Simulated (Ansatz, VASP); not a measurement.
## GaF in VASP and in Ansatz

```
Ga F
1.0
     3.16592    0.00000    0.00000
     0.00000    3.16592    0.00000
     0.00000    0.00000    3.16592
Ga F
1 1
Direct
  0.00000 0.00000 0.00000
  0.50000 0.50000 0.50000
```

Alike in both runs: task single point; functional r2SCANh; k mesh 4 × 4 × 4; occupations fermi-dirac, width 0.05 eV; no spin polarisation.

|  | VASP | Ansatz |
| --- | --- | --- |
| version | VASP 6.6.1 | Ansatz 0.2.0 |
| potentials or method | VASP PAW PBE potentials, release 64 (Ga_d, F) | Ansatz PAW |
| plane-wave cutoff (eV) | 520 | 500 |
| valence electrons in the cell | 20 | 20 |

|  | VASP | Ansatz | Ansatz less VASP |
| --- | --- | --- | --- |
| gap on the k mesh at the Fermi level (eV) | 0.99 | 0.95 | -0.037 |
| least direct gap on the mesh (eV) | 2.12 | 2.10 | -0.014 |
| pressure (GPa) | -1.3 | -1.2 | +0.19 |

VASP's potentials were made for PBE, not for r2SCANh.

The k mesh is coarse, so the values compare programs but aren't converged.
